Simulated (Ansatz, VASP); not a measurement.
**Two plane-wave programs on Ca4Pt3**

File INCAR:

```
SYSTEM = Ca4Pt3
PREC = Accurate ; ENCUT = 520
EDIFF = 1E-6 ; ISMEAR = 0
SIGMA = 0.1 ; LREAL = .FALSE.
LASPH = .TRUE. ; NELM = 100
ALGO = Fast ; ISIF = 2
LWAVE = .FALSE. ; LCHARG = .TRUE.
GGA = PE ; LELF = .TRUE.
LVHAR = .TRUE. ; NBANDS = 44
```

File KPOINTS:

```
regular mesh
0
G
  8 8 8
  0 0 0
```

Contents of POSCAR:

```
Ca4Pt3
1.0
    5.8032112065      0.0000000000      0.0000000000
    0.0000000000      5.8032112065      0.0000000000
    0.0000000000      0.0000000000      5.8032112065
Ca Pt
4 3
Direct
    0.5000000000      0.5000000000      0.5000000000
    0.5000000000      0.0000000000      0.0000000000
    0.0000000000      0.5000000000      0.0000000000
    0.0000000000      0.0000000000      0.5000000000
    0.5000000000      0.5000000000      0.0000000000
    0.0000000000      0.5000000000      0.5000000000
    0.5000000000      0.0000000000      0.5000000000
```

Input for Ansatz:

```yaml
crystal:
  lattice:
    - [5.8032112065, 0.0, 0.0]
    - [0.0, 5.8032112065, 0.0]
    - [0.0, 0.0, 5.8032112065]
  atoms:
    - { symbol: Ca, position: [0.5, 0.5, 0.5] }
    - { symbol: Ca, position: [0.5, 0.0, 0.0] }
    - { symbol: Ca, position: [0.0, 0.5, 0.0] }
    - { symbol: Ca, position: [0.0, 0.0, 0.5] }
    - { symbol: Pt, position: [0.5, 0.5, 0.0] }
    - { symbol: Pt, position: [0.0, 0.5, 0.5] }
    - { symbol: Pt, position: [0.5, 0.0, 0.5] }
basis:
  ecutwfc: 420
kpoints:
  mp_grid: { grid: [8, 8, 8] }
  band_path:
    path:
      - [[0.0, 0.0, 0.0], [0.0, 0.5, 0.0], [0.5, 0.5, 0.0], [0.0, 0.0, 0.0], [0.5, 0.5, 0.5], [0.0, 0.5, 0.0]]
      - [[0.5, 0.5, 0.5], [0.5, 0.5, 0.0]]
    npoints: 14
hamiltonian:
  xc: pbe
scf:
  occupations: { method: gaussian, width: 0.1 }
  n_extra_bands: 17
output:
  forces: true
  stress: true
  eigenvalues: true
  populations: true
  dos: { projected: true, de: 0.02, nscf_kmesh: { grid: [10, 10, 10] } }
  bader: true
  write_density: true
  write_potential: true
  elf: true
  volumetric_format: npy
```

Alike in both runs: task single point; functional PBE; k mesh 8 × 8 × 8; occupations gaussian, width 0.1 eV; no spin polarisation.

```csv
,VASP,Ansatz
version,VASP 6.6.1,Ansatz 0.2.0
potentials or method,"VASP PAW PBE potentials, release 64 (Ca_sv, Pt), cutoff 520 eV","scalar-relativistic, plane waves, PAW"
valence electrons in the cell,70,94
```

|  | VASP | Ansatz | Ansatz less VASP |
| --- | --- | --- | --- |
| gap on the k mesh at the Fermi level (eV) | none | none | - |
| pressure (GPa) | 0.1 | 0.0 | -0.09 |

A gap of «none» marks a metal or a gap that the smearing closes. VASP's potentials hold 70 valence electrons a cell and Ansatz's 94, so a difference there can come from the potentials and not from the codes.

Spin-orbit coupling is off throughout.
